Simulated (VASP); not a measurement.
Crystal: Sn.

```
Sn
1.0
    -2.02919    2.02919    1.66076
     2.02919   -2.02919    1.66076
     2.02919    2.02919   -1.66076
Sn
1
Direct
  0.00000 0.00000 0.00000
```

Base run:

- Program: VASP 6.6.1
- Functional: PBEsol
- Potentials or basis: VASP PAW PBE potentials, release 64 (Sn_d)
- Cutoff: 520 eV
- k mesh: 16 × 16 × 16
- Occupations: fermi-dirac, width 0.05 eV
- Spin: no spin polarisation

Its results: band gap on the k mesh zero (bands 7 and 8 overlap by 8.89 eV); pressure -1.9 GPa.

Problem. The run is repeated on the same cell with these changes: functional from PBEsol to PBE; further incar settings from ALGO = Normal; EDIFF = 1e-07; NBANDS = 13 to ALGO = Normal; EDIFF = 1e-06; NBANDS = 13. What comes out?

Solution. Band gap on the k mesh zero (bands 7 and 8 overlap by 8.90 eV); pressure 1.0 GPa.

Caveats: spin-orbit coupling is left out, which moves the levels of the heavy elements; the PAW data sets were made with another functional, which shifts forces and pressure a little (at least some runs).
